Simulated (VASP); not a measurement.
# Au (P6_3/mmc) in VASP: a series of runs

Au is run at these levels: LDA; tasks: electric field gradients.

All numbers are computed with VASP 6.6.1; they aren't measurements. Logs are shortened: lines on timing, memory, paths and dates and some standing lists are left out, and cuts for length are marked.

### Step 1. The cell of the first run

The structure is hexagonal, space group P6_3/mmc (No. 194). The conventional cell has a = 2.861 Å, b = 2.861 Å, c = 4.814 Å, α = 90.00°, β = 90.00°, γ = 120.00°. Au (site symmetry -6m2) has 12 Au at 2.86 to 2.92 Å within 3.8 Å.

This isn't the form of Au at room conditions, which is fcc.

### Step 2. Electric field gradients, LDA (17.06 Å³/atom)

File INCAR:

```
SYSTEM = Au
PREC = Accurate ; ENCUT = 400
EDIFF = 1E-8 ; ISMEAR = -1
SIGMA = 0.03 ; LREAL = .FALSE.
LASPH = .TRUE. ; NELM = 120
ALGO = Normal ; ISIF = 2
LWAVE = .FALSE. ; LCHARG = .FALSE.
GGA = CA ; LEFG = .TRUE.
NBANDS = 26 ; GGA_COMPAT = .FALSE.
```

File KPOINTS:

```
regular mesh
0
G
  14 14 8
  0 0 0
```

File POSCAR:

```
Au
1.0
    2.8608044381      0.0000000000      0.0000000000
   -1.4304022190      2.4775293187      0.0000000000
    0.0000000000      0.0000000000      4.8140459691
Au
2
Direct
    0.3333333333      0.6666666667      0.7500000000
    0.6666666667      0.3333333333      0.2500000000
```

Potentials or basis: VASP PAW LDA potentials, release 64 (Au_sv_GW).

Started as:

```console
> cat potpaw_LDA.64/Au_sv_GW/POTCAR > POTCAR
> mpirun -np 1 vasp_std > vasp.out
```

OUTCAR:

```text
SYSTEM = Au
   PREC = Accurate
   ENCUT = 400
   EDIFF = 1E-8
   ISMEAR = -1
   LREAL = .FALSE.
   LASPH = .TRUE.
   NELM = 120
   ISIF = 2
   GGA = CA

 ion  position               nearest neighbor table
   1  0.333  0.667  0.750-   2 2.92   2 2.92   2 2.92   2 2.92   2 2.92   2 2.92
   2  0.667  0.333  0.250-   1 2.92   1 2.92   1 2.92   1 2.92   1 2.92   1 2.92

  LATTYP: Found a hexagonal cell.
 ALAT       =     2.8608044381
 C/A-ratio  =     1.6827595431

  Lattice vectors:

 A1 = (   2.8608044381,   0.0000000000,   0.0000000000)
 A2 = (  -1.4304022190,   2.4775293187,   0.0000000000)
 A3 = (   0.0000000000,   0.0000000000,   4.8140459691)

Analysis of symmetry for initial positions (statically):
=====================================================================
 Subroutine PRICEL returns:
 Original cell was already a primitive cell.

 Routine SETGRP: Setting up the symmetry group for a
 hexagonal supercell.

 Subroutine GETGRP returns: Found 24 space group operations
 (whereof 12 operations were pure point group operations)
 out of a pool of 24 trial point group operations.

The static configuration has the point symmetry D_3d.
 The point group associated with its full space group is D_6h.

Analysis of symmetry for dynamics (positions and initial velocities):
=====================================================================
 Subroutine PRICEL returns:
 Original cell was already a primitive cell.

 Routine SETGRP: Setting up the symmetry group for a
 hexagonal supercell.

 Subroutine GETGRP returns: Found 24 space group operations
 (whereof 12 operations were pure point group operations)
 out of a pool of 24 trial point group operations.

The dynamic configuration has the point symmetry D_3d.
 The point group associated with its full space group is D_6h.

 Subroutine INISYM returns: Found 24 space group operations
 (whereof 12 operations are pure point group operations),
 and found     1 'primitive' translations

----------------------------------------------------------------------------------------

                                     Primitive cell

  volume of cell :      34.1206

  direct lattice vectors                    reciprocal lattice vectors
     2.860804438  0.000000000  0.000000000     0.349552030  0.201813959  0.000000000
    -1.430402219  2.477529319  0.000000000     0.000000000  0.403627918  0.000000000
     0.000000000  0.000000000  4.814045969     0.000000000  0.000000000  0.207725478

  length of vectors
     2.860804438  2.860804438  4.814045969     0.403627918  0.403627918  0.207725478

  position of ions in fractional coordinates (direct lattice)
     0.333333333  0.666666667  0.750000000
     0.666666667  0.333333333  0.250000000

  ion indices of the primitive-cell ions
   primitive index   ion index
                 1           1
                 2           2

----------------------------------------------------------------------------------------

 KPOINTS: regular mesh

Automatic generation of k-mesh.
 Grid dimensions read from file:
 generate k-points for:   14   14    8

 Generating k-lattice:

  Cartesian coordinates                     Fractional coordinates (reciprocal lattice)
     0.024968002  0.014415283  0.000000000     0.071428571  0.000000000  0.000000000
     0.000000000  0.028830566  0.000000000     0.000000000  0.071428571  0.000000000
     0.000000000  0.000000000  0.025965685     0.000000000  0.000000000  0.125000000

  Length of vectors
     0.028830566  0.028830566  0.025965685

  Shift w.r.t. Gamma in fractional coordinates (k-lattice)
     0.000000000  0.000000000  0.000000000

 Subroutine IBZKPT returns following result:
 ===========================================

 Found    120 irreducible k-points:

 Following reciprocal coordinates:
            Coordinates               Weight
  0.000000  0.000000  0.000000      1.000000
  0.071429  0.000000  0.000000      6.000000
  0.142857 -0.000000  0.000000      6.000000
  0.214286 -0.000000  0.000000      6.000000
  0.285714 -0.000000  0.000000      6.000000
  0.357143 -0.000000  0.000000      6.000000
[... 16 lines left out ...]
  0.285714  0.285714  0.000000      6.000000
  0.357143  0.285714  0.000000      6.000000
 [... further k-points ...]
   k-points           NKPTS =    120   k-points in BZ     NKDIM =    120   number of bands    NBANDS=     26
   number of dos      NEDOS =    301   number of ions     NIONS =      2
   total plane-waves  NPLWV =  12800
   dimension x,y,z NGX =    20 NGY =   20 NGZ =   32
   dimension x,y,z NGXF=    40 NGYF=   40 NGZF=   64
   ions per type =               2
   NGX,Y,Z   is equivalent  to a cutoff of  11.62, 11.62, 11.05 a.u.
   NGXF,Y,Z  is equivalent  to a cutoff of  23.24, 23.24, 22.10 a.u.
 SYSTEM =  Au
   PREC   = accura    normal or accurate (medium, high low for compatibility)
   ISTART =      0    job   : 0-new  1-cont  2-samecut
   ICHARG =      2    charge: 1-file 2-atom 10-const
   ISPIN  =      1    spin polarized calculation?
   LNONCOLLINEAR =      F non collinear calculations
   LSORBIT =      F    spin-orbit coupling
   LASPH  =      T    aspherical Exc in radial PAW
   ENCUT  =  400.0 eV  29.40 Ry    5.42 a.u.   4.67  4.67  7.85*2*pi/ulx,y,z
   NELM   =    120;   NELMIN=  2; NELMDL= -5     # of ELM steps
   EDIFF  = 0.1E-07   stopping-criterion for ELM
   LREAL  =      F    real-space projection
   EDIFFG = 0.1E-06   stopping-criterion for IOM
   NSW    =      0    number of steps for IOM
   IBRION =     -1    ionic relax: 0-MD 1-quasi-New 2-CG
   NFREE  =      0    steps in history (QN), initial steepest desc. (CG)
   ISIF   =      2    stress and relaxation
   ISYM   =      2    0-nonsym 1-usesym 2-fastsym
   POTIM  = 0.5000    time-step for ionic-motion
   TEBEG  =    0.0;   TEEND  =   0.0 temperature during run
   PSTRESS=    0.0 pullay stress
   NELECT =      38.0000    total number of electrons
   NUPDOWN=      -1.0000    fix difference up-down
   EMIN   =  10.00;   EMAX   =-10.00  energy-range for DOS
   EFERMI =   0.00;   METHOD = LEGACY
   ISMEAR =    -1;   SIGMA  =   0.03  broadening in eV -4-tet -1-fermi 0-gaus
   EFERMI_NEDOS =   21; number of points for ismear=-14 and -15
   IALGO  =     38    algorithm
   IMIX   =      4    mixing-type and parameters
     AMIX     =   0.40;   BMIX     =  1.00
     AMIX_MAG =   1.60;   BMIX_MAG =  1.00
  volume/ion in A,a.u.               =      17.06       115.13
  Fermi-wavevector in a.u.,A,eV,Ry     =   1.696929  3.206731 39.178894  2.879567
  Thomas-Fermi vector in A             =   2.777702
   LORBIT       =      0    0 simple, 1 ext, 2 COOP (PROOUT), +10 PAW based schemes
   GGA     = CA    functional components
   LHFCALC =     F    Hartree Fock is set to
   AEXX    =    0.0000 exact exchange contribution
   IVDW    =     0    specifies the selected vdW correction
   LEPSILON=     F    determine dielectric tensor
   LRPA    =     F    only Hartree local field effects (RPA)
 non-spin polarized calculation
  energy-cutoff  :      400.00
  volume of cell :       34.12
 maximum number of plane-waves:       640
 NGX is ok and might be reduce to    20
   NGX =  9   NGY =  9   NGZ = 15

 number of electron      38.0000012 magnetization

 Free energy of the ion-electron system (eV)
  ---------------------------------------------------
  ext. energy  EPLUGINS =         0.00000000
  ---------------------------------------------------
  free energy    TOTEN  =        -7.48957116 eV

  energy without entropy =       -7.48588276  energy(sigma->0) =       -7.48772696

 E-fermi :   8.4736     XC(G=0): -13.6512

 val. band max:        8.4390648446   @ k =   0.5000  -0.0000   0.2500
 cond. band min:       8.4798413080   @ k =   0.1429   0.1429   0.2500
 fundamental gap:      0.0407764633
 Fermi energy:         8.4736215220

 k-point     1 :       0.0000    0.0000    0.0000
  band No.  band energies     occupation
      1     -96.7002      2.00000
      2     -96.6888      2.00000
      3     -48.4162      2.00000
      4     -48.2477      2.00000
      5     -48.2477      2.00000
      6     -48.2211      2.00000
[... 18 lines left out ...]
     25      26.9629      0.00000
     26      26.9629      0.00000
[... 644 lines left out ...]
      4     -48.3694      2.00000
      5     -48.3612      2.00000
      6     -48.3309      2.00000
[... 18 lines left out ...]
     25      19.6191      0.00000
     26      19.8340      0.00000

 [... further k-points ...]

------------------------ aborting loop because EDIFF is reached ----------------------------------------

  FORCE on cell =-STRESS in cart. coord.  units (eV):
  Direction    XX          YY          ZZ          XY          YZ          ZX
  --------------------------------------------------------------------------------------
  -------------------------------------------------------------------------------------
  Total       -1.7423507     -1.7423507     -1.8816963     -0.0000000      0.0000000     -0.0000000
  in kB      -81.8142499    -81.8142499    -88.3573942     -0.0000000      0.0000000     -0.0000000
  external PRESSURE =     -83.9952980 kB  Pullay stress =       0.0000000 kB

 VOLUME and BASIS-vectors are now :
 -----------------------------------------------------------------------------
  energy-cutoff  :      400.00
  volume of cell :       34.12
      direct lattice vectors                 reciprocal lattice vectors
     2.860804438  0.000000000  0.000000000     0.349552030  0.201813959  0.000000000
    -1.430402219  2.477529319  0.000000000     0.000000000  0.403627918  0.000000000
     0.000000000  0.000000000  4.814045969     0.000000000  0.000000000  0.207725478

 POSITION                                       TOTAL-FORCE (eV/Angst)
 -----------------------------------------------------------------------------------
     -0.00000      1.65169      3.61053         0.000000      0.000000      0.000000
      1.43040      0.82584      1.20351        -0.000000      0.000000      0.000000
 -----------------------------------------------------------------------------------
    total drift:                               -0.000000      0.000000     -0.000000

  FREE ENERGIE OF THE ION-ELECTRON SYSTEM (eV)
  ---------------------------------------------------
  free  energy   TOTEN  =        -7.4895711649 eV

  energy  without entropy=       -7.4858827602  energy(sigma->0) =       -7.48772696

 Electric field gradients (V/A^2)
---------------------------------------------------------------------
 ion       V_xx      V_yy      V_zz      V_xy      V_xz      V_yz
---------------------------------------------------------------------
   1     -10.208   -10.204    20.412     0.004     0.000    -0.000
   2     -10.208   -10.204    20.412     0.004    -0.000     0.000
---------------------------------------------------------------------

 Electric field gradients after diagonalization (V/A^2)
 (convention: |V_zz| > |V_xx| > |V_yy|)
----------------------------------------------------------------------
 ion       V_xx      V_yy      V_zz     asymmetry (V_yy - V_xx)/ V_zz
----------------------------------------------------------------------
   1     -10.210   -10.202    20.412       0.000
   2     -10.210   -10.202    20.412       0.000
----------------------------------------------------------------------

           NMR quadrupolar parameters

 Cq : quadrupolar parameter    Cq=e*Q*V_zz/h
 eta: asymmetry parameters     (V_yy - V_xx)/ V_zz
 Q  : nuclear electric quadrupole moment in mb (millibarn)
----------------------------------------------------------------------
 ion       Cq(MHz)       eta       Q (mb)
----------------------------------------------------------------------
   1       0.049       0.000       1.000
   2       0.049       0.000       1.000
----------------------------------------------------------------------
```

It took 90 s on 1 thread of AMD EPYC 7R43 (Zen 3), shared host; peak memory 0.14 GiB.

Results:

| Property | Result |
| --- | --- |
| Free energy | -7.4896 eV |
| Pressure | -8.4 GPa |
| Band gap on the k mesh | zero (bands 19 and 20 overlap by 6.57 eV) |
| Largest electric field gradient by atom | Au +20.4 V/Å² |

Stress tensor (GPa, compression positive):
```
-8.18  0.00  0.00
 0.00 -8.18  0.00
 0.00  0.00 -8.84
```

Levels at points of the mesh, in eV from the Fermi level:
| k point | band 16 | band 17 | band 18 | band 19 | band 20 | band 21 | band 22 | band 23 |
| --- | --- | --- | --- | --- | --- | --- | --- | --- |
| (0.00, 0.00, 0.00) | -3.56 | -3.56 | -2.19 | -2.19 | -1.17 | 2.65 | 14.61 | 15.66 |
| (0.50, 0.00, 0.00) | -1.96 | -1.86 | -1.68 | 0.38 | 1.59 | 5.73 | 7.28 | 7.34 |
| (0.00, 0.00, 0.50) | -4.62 | -2.65 | -2.65 | -2.65 | -2.65 | 10.60 | 10.60 | 14.90 |
| (0.50, 0.00, 0.50) | -2.43 | -1.75 | -1.75 | 0.45 | 0.45 | 3.98 | 3.98 | 13.19 |

Electric field gradients, principal values (V/Å²):
| atom | least | middle | greatest (by size) |
| --- | --- | --- | --- |
| 1 Au | -10.202 | -10.210 | 20.412 |
| 2 Au | -10.202 | -10.210 | 20.412 |

Caveat: the cell stands under tension; without QUAD_EFG the Cq values of the log hold for a quadrupole moment of 1 mb, not for the nuclei; spin-orbit coupling is left out, which moves the levels of the heavy elements.

(Continued in part 2 of 2.)

The gap in the log of VASP goes by the Fermi energy; the results here count the filled bands.